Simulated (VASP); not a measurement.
# Si2Sn (P4/mmm) in VASP: further runs

Si2Sn is run at these levels: PBE; tasks: relaxation of cell and atoms, single point.

All numbers are computed with VASP 6.6.1; they aren't measurements. Logs are shortened: lines on timing, memory, paths and dates and some standing lists are left out, and cuts for length are marked.

## (1) The cell of the first run

Symmetry: P4/mmm, No. 123, tetragonal system. Conventional cell: a = 3.655 Å, b = 3.655 Å, c = 4.215 Å, α = 90.00°, β = 90.00°, γ = 90.00°. Si (site symmetry 4/mmm) has 2 Si at 2.11 Å within 2.8 Å. Si (site symmetry 4/mmm) has 2 Si at 2.11 Å and 4 Sn at 2.58 Å within 2.8 Å. Within 3.4 Å of Sn (site symmetry 4/mmm) lie 12 Si at 2.58 to 3.33 Å.

The cell was generated, and may not be a known phase.

## (2) Relaxation of cell and atoms, PBE

The input, INCAR:

```
PREC = Accurate
ENCUT = 600
EDIFF = 1E-6
ISMEAR = 0
SIGMA = 0.1
LREAL = F
LASPH = T
NELM = 80
ALGO = Normal
ISIF = 3
LWAVE = F
LCHARG = F
GGA = PE
IBRION = 2
NSW = 90
EDIFFG = -0.04
```

The input, KPOINTS:

```
Automatic mesh
0
Gamma
  6 6 4
```

The input, POSCAR:

```
Si2Sn
1.0
    3.6545614500      0.0000000000      0.0000000000
    0.0000000000      3.6545614500      0.0000000000
    0.0000000000      0.0000000000      4.2154062100
Si Sn
2 1
Direct
    0.5000000000      0.5000000000      0.0000000000
    0.5000000000      0.5000000000      0.5000000000
    0.0000000000      0.0000000000      0.5000000000
```

Potentials or basis: VASP PAW PBE potentials, release 64 (Si, Sn_d).

Run with:

```bash
cat potpaw_PBE.64/Si/POTCAR potpaw_PBE.64/Sn_d/POTCAR > POTCAR
mpirun -np 1 vasp_std > vasp.out
```

OUTCAR:

```text
PREC = Accurate
   ENCUT = 600
   EDIFF = 1E-6
   ISMEAR = 0
   LREAL = F
   LASPH = T
   NELM = 80
   ISIF = 3
   GGA = PE
   IBRION = 2
   NSW = 90
   EDIFFG = -0.04

 ion  position               nearest neighbor table
   1  0.500  0.500  0.000-   2 2.11   2 2.11   3 3.33   3 3.33   3 3.33   3 3.33   3 3.33   3 3.33
                             3 3.33   3 3.33
   2  0.500  0.500  0.500-   1 2.11   1 2.11   3 2.58   3 2.58   3 2.58   3 2.58
   3  0.000  0.000  0.500-   2 2.58   2 2.58   2 2.58   2 2.58   1 3.33   1 3.33   1 3.33   1 3.33
                             1 3.33   1 3.33   1 3.33   1 3.33

  LATTYP: Found a simple tetragonal cell.
 ALAT       =     3.6545614500
 C/A-ratio  =     1.1534643124

  Lattice vectors:

 A1 = (   3.6545614500,   0.0000000000,   0.0000000000)
 A2 = (   0.0000000000,   3.6545614500,   0.0000000000)
 A3 = (   0.0000000000,   0.0000000000,   4.2154062100)

Analysis of symmetry for initial positions (statically):
=====================================================================
 Subroutine PRICEL returns:
 Original cell was already a primitive cell.

 Routine SETGRP: Setting up the symmetry group for a
 simple tetragonal supercell.

 Subroutine GETGRP returns: Found 16 space group operations
 (whereof 16 operations were pure point group operations)
 out of a pool of 16 trial point group operations.

The static configuration has the point symmetry D_4h.

Analysis of symmetry for dynamics (positions and initial velocities):
=====================================================================
 Subroutine PRICEL returns:
 Original cell was already a primitive cell.

 Routine SETGRP: Setting up the symmetry group for a
 simple tetragonal supercell.

 Subroutine GETGRP returns: Found 16 space group operations
 (whereof 16 operations were pure point group operations)
 out of a pool of 16 trial point group operations.

The dynamic configuration has the point symmetry D_4h.

 Subroutine INISYM returns: Found 16 space group operations
 (whereof 16 operations are pure point group operations),
 and found     1 'primitive' translations

----------------------------------------------------------------------------------------

                                     Primitive cell

  volume of cell :      56.3002

  direct lattice vectors                    reciprocal lattice vectors
     3.654561450  0.000000000  0.000000000     0.273630643  0.000000000  0.000000000
     0.000000000  3.654561450  0.000000000     0.000000000  0.273630643  0.000000000
     0.000000000  0.000000000  4.215406210     0.000000000  0.000000000  0.237225062

  length of vectors
     3.654561450  3.654561450  4.215406210     0.273630643  0.273630643  0.237225062

  position of ions in fractional coordinates (direct lattice)
     0.500000000  0.500000000  0.000000000
     0.500000000  0.500000000  0.500000000
     0.000000000  0.000000000  0.500000000

[... 77 lines left out ...]
   EDIFF  = 0.1E-05   stopping-criterion for ELM
   LREAL  =      F    real-space projection
   EDIFFG = -.4E-01   stopping-criterion for IOM
   NSW    =     90    number of steps for IOM
   IBRION =      2    ionic relax: 0-MD 1-quasi-New 2-CG
   NFREE  =      1    steps in history (QN), initial steepest desc. (CG)
   ISIF   =      3    stress and relaxation
   ISYM   =      2    0-nonsym 1-usesym 2-fastsym
   POTIM  = 0.5000    time-step for ionic-motion
   TEBEG  =    0.0;   TEEND  =   0.0 temperature during run
   PSTRESS=    0.0 pullay stress
   NELECT =      22.0000    total number of electrons
   NUPDOWN=      -1.0000    fix difference up-down
   EMIN   =  10.00;   EMAX   =-10.00  energy-range for DOS
   EFERMI =   0.00;   METHOD = LEGACY
   ISMEAR =     0;   SIGMA  =   0.10  broadening in eV -4-tet -1-fermi 0-gaus
   EFERMI_NEDOS =   21; number of points for ismear=-14 and -15
   IALGO  =     38    algorithm
   IMIX   =      4    mixing-type and parameters
     AMIX     =   0.40;   BMIX     =  1.00
     AMIX_MAG =   1.60;   BMIX_MAG =  1.00
  volume/ion in A,a.u.               =      18.77       126.64
  Fermi-wavevector in a.u.,A,eV,Ry     =   1.196867  2.261750 19.490204  1.432490
  Thomas-Fermi vector in A             =   2.332796
   LORBIT       =      0    0 simple, 1 ext, 2 COOP (PROOUT), +10 PAW based schemes
   GGA     = PE    functional components
   LHFCALC =     F    Hartree Fock is set to
   AEXX    =    0.0000 exact exchange contribution
   IVDW    =     0    specifies the selected vdW correction
   LEPSILON=     F    determine dielectric tensor
   LRPA    =     F    only Hartree local field effects (RPA)
 conjugate gradient relaxation of ions
 non-spin polarized calculation
 Gauss-broadening in eV      SIGMA  =   0.10
  energy-cutoff  :      600.00
  volume of cell :       56.30
 maximum number of plane-waves:      1937
 NGX is ok and might be reduce to    30

--------------------------------------- Ionic step        1  -------------------------------------------

 number of electron      21.9999994 magnetization

 Free energy of the ion-electron system (eV)
  ---------------------------------------------------
  ext. energy  EPLUGINS =         0.00000000
  ---------------------------------------------------
  free energy    TOTEN  =       -11.44507901 eV

  energy without entropy =      -11.43442699  energy(sigma->0) =      -11.43975300

 E-fermi :   8.9456     XC(G=0): -10.6210

 val. band max:        8.8648522483   @ k =   0.5000   0.1667   0.5000
 cond. band min:       8.9463407272   @ k =   0.3333   0.1667   0.2500
 fundamental gap:      0.0814884788
 Fermi energy:         8.9456293102

 k-point     1 :       0.0000    0.0000    0.0000
  band No.  band energies     occupation
      1     -12.8209      2.00000
      2     -12.7367      2.00000
      3     -12.7318      2.00000
      4     -12.7039      2.00000
      5     -12.7039      2.00000
      6      -4.5955      2.00000
      7       3.1183      2.00000
      8       3.8327      2.00000
      9       5.8570      2.00000
     10       5.8570      2.00000
     11       7.3903      2.00000
     12      10.9727      0.00000
     13      12.5535      0.00000
     14      13.4339      0.00000
[... 599 lines left out ...]
--------------------------------------- Ionic step        6  -------------------------------------------

 number of electron      22.0000003 magnetization

 Free energy of the ion-electron system (eV)
  ---------------------------------------------------
  ext. energy  EPLUGINS =         0.00000000
  ---------------------------------------------------
  free energy    TOTEN  =       -12.48097417 eV

  energy without entropy =      -12.47069437  energy(sigma->0) =      -12.47583427

 E-fermi :   6.0359     XC(G=0):  -9.5735

 val. band max:        5.9843563177   @ k =   0.5000   0.0000   0.0000
 cond. band min:       6.0415668045   @ k =   0.3333   0.1667   0.0000
 fundamental gap:      0.0572104869
 Fermi energy:         6.0358801411

 k-point     1 :       0.0000    0.0000    0.0000
  band No.  band energies     occupation
      1     -15.4959      2.00000
      2     -15.4186      2.00000
      3     -15.4186      2.00000
      4     -15.3857      2.00000
      5     -15.3817      2.00000
      6      -5.5507      2.00000
      7       0.4077      2.00000
      8       1.3367      2.00000
      9       4.0130      2.00000
     10       4.0130      2.00000
     11       4.3629      2.00000
     12       8.9892      0.00000
     13       9.0476      0.00000
     14       9.3200      0.00000
[... 445 lines left out ...]
  FREE ENERGIE OF THE ION-ELECTRON SYSTEM (eV)
  ---------------------------------------------------
  free  energy   TOTEN  =       -12.4809741739 eV

  energy  without entropy=      -12.4706943683  energy(sigma->0) =      -12.47583427

 reached required accuracy - stopping structural energy minimisation
```

CONTCAR:

```text
Si2Sn
   1.00000000000000
     3.8548320587464024    0.0000000000000000   -0.0000000000000000
     0.0000000000000000    3.8548320587464024    0.0000000000000000
    -0.0000000000000000    0.0000000000000000    4.8534702933709237
  Si              Sn
     2     1
Direct
     0.5000000000000000    0.5000000000000000    0.0000000000000000
     0.5000000000000000    0.5000000000000000    0.5000000000000000
     0.0000000000000000    0.0000000000000000    0.5000000000000000

  0.00000000E+00  0.00000000E+00  0.00000000E+00
  0.00000000E+00  0.00000000E+00  0.00000000E+00
  0.00000000E+00  0.00000000E+00  0.00000000E+00
```

Wall time 3.1 min (1 thread of AMD EPYC 7R13, shared host); peak memory 0.17 GiB.

Results:

| Quantity | Value |
| --- | --- |
| Free energy | -12.4810 eV |
| Relaxed volume | 24.04 Å³/atom |
| Relaxed cell | a = 3.855 Å, b = 3.855 Å, c = 4.853 Å, α = 90.00°, β = 90.00°, γ = 90.00° |
| Space group after relaxing (to 0.1 Å) | P4/mmm (No. 123) |
| Energy gained by relaxing | 345.3 meV/atom |
| Ionic steps | 6 |
| Pressure after relaxing | 0.1 GPa |
| Band gap on the k mesh | zero (bands 11 and 12 overlap by 2.88 eV) |

Stress tensor (GPa, compression positive):
```
 0.18  0.00  0.00
 0.00  0.18  0.00
 0.00  0.00 -0.05
```

Step by step:
```
step  energy change (eV)  largest force (eV/Å)  pressure (GPa)  volume (Å³)
   1              0.0000                0.0000           23.94        56.30
   2             -0.8900                0.0000           -4.30        82.21
   3             -1.0239                0.0000           -0.01        72.43
   4             -1.0243                0.0000           -0.37        73.01
   5             -1.0327                0.0000           -0.13        72.61
   6             -1.0359                0.0000            0.10        72.12
```

Final structure:
```yaml
crystal:
  lattice:
    - [3.85483, 0.00000, 0.00000]
    - [0.00000, 3.85483, 0.00000]
    - [0.00000, 0.00000, 4.85347]
  atoms:
    - { symbol: Si, position: [0.50000, 0.50000, 0.00000] }
    - { symbol: Si, position: [0.50000, 0.50000, 0.50000] }
    - { symbol: Sn, position: [0.00000, 0.00000, 0.50000] }
```

Levels at points of the mesh, in eV from the Fermi level:
| k point | band 8 | band 9 | band 10 | band 11 | band 12 | band 13 | band 14 | band 15 |
| --- | --- | --- | --- | --- | --- | --- | --- | --- |
| (0.00, 0.00, 0.00) | -4.70 | -2.02 | -2.02 | -1.67 | 2.95 | 3.01 | 3.28 | 3.28 |
| (0.50, 0.00, 0.00) | -3.94 | -3.66 | -0.37 | -0.09 | -0.05 | 1.59 | 2.08 | 3.16 |
| (0.50, 0.50, 0.00) | -5.09 | -5.09 | -3.22 | -2.49 | 0.80 | 0.80 | 1.88 | 3.61 |
| (0.00, 0.00, 0.50) | -2.39 | -1.50 | -1.50 | 1.16 | 1.25 | 1.25 | 2.50 | 3.73 |
| (0.50, 0.00, 0.50) | -7.67 | -3.33 | 0.83 | 1.24 | 1.81 | 1.84 | 3.40 | 3.44 |
| (0.50, 0.50, 0.50) | -6.02 | -4.58 | -4.58 | -1.48 | -1.48 | -0.14 | 3.84 | 4.10 |

Caveat: the k points lie up to 0.32 Å⁻¹ apart in the final cell, too coarse for converged energies and pressures of a metal; the volume moved by over 15 % at a fixed basis, so the end points are rough; spin-orbit coupling is left out, which moves the levels of the heavy elements.

## (3) Single point, PBE

This run uses another cell than the first one, of 23.90 Å³/atom.

The input, INCAR:

```
SYSTEM = Si2Sn
ALGO = Normal
EDIFF = 1E-6
ENCUT = 520
GGA = PE
ISIF = 2
ISMEAR = 0
LASPH = .True.
LCHARG = .True.
LELF = .True.
LREAL = .False.
LVHAR = .True.
LWAVE = .False.
NBANDS = 18
NELM = 100
PREC = Accurate
SIGMA = 0.1
```

The input, KPOINTS:

```
k-points
0
Gamma
  12 12 10
  0 0 0
```

The input, POSCAR:

```
Si2Sn
1.0
    3.8876878647      0.0000000000      0.0000000000
    0.0000000000      3.8876878647      0.0000000000
    0.0000000000      0.0000000000      4.7441117990
Si Sn
2 1
Direct
    0.5000000000      0.5000000000      0.0000000000
    0.5000000000      0.5000000000      0.5000000000
    0.0000000000      0.0000000000      0.5000000000
```

Potentials or basis: VASP PAW PBE potentials, release 64 (Si, Sn_d).

Run with:

```bash
cat potpaw_PBE.64/Si/POTCAR potpaw_PBE.64/Sn_d/POTCAR > POTCAR
mpirun -np 1 vasp_std > vasp.out
```

Run time: 4 min. Hardware: 1 thread of AMD EPYC 7R13, shared host; peak memory 0.29 GiB.

It converged, with:

```
Free energy            : -12.5734 eV
Pressure               : -0.1 GPa
Band gap on the k mesh : zero (bands 11 and 12 overlap by 2.72 eV)
```

Levels at points of the mesh, in eV from the Fermi level:
| k point | band 7 | band 8 | band 9 | band 10 | band 11 | band 12 | band 13 | band 14 | band 15 | band 16 |
| --- | --- | --- | --- | --- | --- | --- | --- | --- | --- | --- |
| (0.00, 0.00, 0.00) | -5.59 | -4.85 | -2.25 | -2.25 | -1.93 | 2.77 | 2.85 | 3.29 | 3.29 | 6.39 |
| (0.50, 0.00, 0.00) | -8.36 | -3.93 | -3.78 | -0.43 | -0.31 | -0.01 | 1.40 | 1.78 | 2.87 | 4.39 |
| (0.50, 0.50, 0.00) | -6.37 | -5.21 | -5.21 | -3.54 | -2.37 | 0.92 | 0.92 | 1.89 | 3.56 | 3.56 |
| (0.00, 0.00, 0.50) | -8.79 | -2.75 | -1.65 | -1.65 | 0.94 | 0.99 | 0.99 | 2.76 | 3.52 | 3.64 |
| (0.50, 0.00, 0.50) | -7.98 | -7.94 | -3.45 | 0.58 | 1.08 | 1.52 | 1.70 | 3.13 | 3.55 | 4.14 |
| (0.50, 0.50, 0.50) | -7.37 | -6.10 | -4.62 | -4.62 | -1.63 | -1.63 | -0.32 | 3.99 | 4.30 | 9.94 |

Caveat: spin-orbit coupling is left out, which moves the levels of the heavy elements.

## (4) Single point, PBE

This run uses another cell than the first one: it holds 6 atoms, not 3.

The input, INCAR:

```
PREC     = Accurate       # precision mode
ENCUT    = 520            # plane-wave cutoff, eV
EDIFF    = 1E-7           # SCF threshold, eV
ISMEAR   = 0              # smearing method
SIGMA    = 0.2            # smearing width, eV
LREAL    = False          # projectors in reciprocal space
LASPH    = True           # aspherical terms in the spheres
NELM     = 100            # most SCF steps
ALGO     = Normal         # electronic algorithm
ISIF     = 2              # what is computed and relaxed
LWAVE    = False          # write WAVECAR
LCHARG   = True           # write CHGCAR
GGA      = PE             # functional
LELF     = True           # ELF
LVHAR    = True         
NBANDS   = 31             # bands
```

The input, KPOINTS:

```
Automatic mesh
0
Gamma
  6 6 4
```

The input, POSCAR:

```
Si2Sn
1.0
    0.0000000000      3.8876878647      0.0000000000
    0.0000000000      0.0000000000      4.7441117990
    7.7753757294      0.0000000000      0.0000000000
Si Sn
4 2
Direct
    0.5000000000      0.0000000000      0.2500000000
    0.5000000000      0.0000000000      0.7500000000
    0.5000000000      0.5000000000      0.2500000000
    0.5000000000      0.5000000000      0.7500000000
    0.0000000000      0.5000000000      0.5000000000
    0.0000000000      0.5000000000      1.0000000000
```

Run with:

```bash
cat potpaw_PBE.64/Si/POTCAR potpaw_PBE.64/Sn_d/POTCAR > POTCAR
mpirun -np 1 vasp_std > vasp.out
```

It took 4.9 min on 1 thread of AMD EPYC 7R13, shared host; peak memory 0.3 GiB.

Results (log left out):

```yaml
Free_energy: -25.1478 eV
Pressure: -0.1 GPa
Band_gap_on_the_k_mesh: zero (bands 22 and 23 overlap by 2.02 eV)
```

Stress tensor (GPa, compression positive):
```
 0.92  0.00  0.00
 0.00  0.69  0.00
 0.00  0.00 -1.83
```

Levels at points of the mesh, in eV from the Fermi level:
```
           k point  band 20  band 21  band 22  band 23  band 24  band 25
(0.00, 0.00, 0.00)    -1.91    -0.43    -0.30     0.02     1.44     1.79
(0.50, 0.00, 0.00)    -2.38    -0.42    -0.31     0.02     0.91     0.93
(0.00, 0.50, 0.00)     0.59     0.96     0.98     0.99     1.09     1.50
(0.50, 0.50, 0.00)    -1.64    -1.62    -0.28     0.59     1.09     1.52
(0.00, 0.00, 0.50)    -1.61     0.18     0.18     1.34     1.34     1.38
(0.50, 0.00, 0.50)    -2.59    -2.57    -2.57     0.47     0.47     0.65
(0.00, 0.50, 0.50)    -0.95     0.08     0.08     1.22     1.22     2.96
(0.50, 0.50, 0.50)    -2.70    -2.01    -2.01    -0.39    -0.39     1.91
```

Caveat: spin-orbit coupling is left out, which moves the levels of the heavy elements.

## (5) Summary

```tsv
task	cell	k mesh	cutoff (eV)	smearing	gap on the mesh (eV)	pressure (GPa)
relaxation of cell and atoms	relaxed from a = 3.655, b = 3.655, c = 4.215 Å, 3 atoms, atomic positions A	6 × 6 × 4	600	gaussian 0.1 eV	none	0.1
single point	a = 3.888, b = 3.888, c = 4.744 Å, 3 atoms, atomic positions A	12 × 12 × 10	520	gaussian 0.1 eV	none	-0.1
single point	a = 3.888, b = 4.744, c = 7.775 Å, 6 atoms, atomic positions B	6 × 6 × 4	520	gaussian 0.2 eV	none	-0.1
```

Alike in all rows: level PBE; potentials or basis VASP PAW PBE potentials, release 64 (Si, Sn_d); no spin polarisation.

Caveats: some runs use coarse meshes; spin-orbit coupling is left out, which moves the levels of the heavy elements; the volume moved by over 15 % at a fixed basis, so the end points are rough (at least some runs).

Absolute energies hang on the potentials; compare differences alone.

The gap in the log of VASP goes by the Fermi energy; the results here count the filled bands.